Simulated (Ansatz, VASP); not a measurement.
## NaY3 in VASP and in Ansatz

File INCAR:

```
SYSTEM = NaY3
ALGO = Normal
EDIFF = 1E-6
ENCUT = 520
GGA = PS
ISIF = 2
ISMEAR = 0
LASPH = .True.
LCHARG = .False.
LREAL = .False.
LWAVE = .False.
NBANDS = 28
NELM = 100
PREC = Accurate
SIGMA = 0.1
```

Contents of KPOINTS:

```
k-points
0
Gamma
  10 10 10
  0 0 0
```

Contents of POSCAR:

```
NaY3
1.0
    0.0000000000      4.0207961322      4.0207961322
    4.0207961322      0.0000000000      4.0207961322
    4.0207961322      4.0207961322      0.0000000000
Na Y
1 3
Direct
    0.0000000000      0.0000000000      0.0000000000
    0.2500000000      0.2500000000      0.2500000000
    0.7500000000      0.7500000000      0.7500000000
    0.5000000000      0.5000000000      0.5000000000
```

Input for Ansatz:

```yaml
crystal:
  lattice:
    - [0.0, 4.0207961322, 4.0207961322]
    - [4.0207961322, 0.0, 4.0207961322]
    - [4.0207961322, 4.0207961322, 0.0]
  atoms:
    - { symbol: Na, position: [0.0, 0.0, 0.0] }
    - { symbol: "Y", position: [0.25, 0.25, 0.25] }
    - { symbol: "Y", position: [0.75, 0.75, 0.75] }
    - { symbol: "Y", position: [0.5, 0.5, 0.5] }
basis:
  ecutwfc: 420
kpoints:
  mp_grid: { grid: [10, 10, 10] }
hamiltonian:
  xc: pbesol
scf:
  occupations: { method: gaussian, width: 0.1 }
output:
  forces: true
  stress: true
  eigenvalues: true
  populations: true
```

Alike in both runs: task single point; functional PBEsol; k mesh 10 × 10 × 10; occupations gaussian, width 0.1 eV; no spin polarisation.

```csv
,VASP,Ansatz
version,VASP 6.6.1,Ansatz 0.2.0
potentials or method,"VASP PAW PBE potentials, release 64 (Na_pv, Y_sv), cutoff 520 eV","scalar-relativistic, plane waves, PAW"
valence electrons in the cell,40,42
```

```tsv
	VASP	Ansatz	Ansatz less VASP
gap on the k mesh at the Fermi level (eV)	none	none	-
pressure (GPa)	-1.6	-1.6	+0.06
```

VASP's potentials were made for PBE, not for PBEsol. A gap of «none» marks a metal or a gap that the smearing closes. VASP's potentials hold 40 valence electrons a cell and Ansatz's 42, so a difference there can come from the potentials and not from the codes.
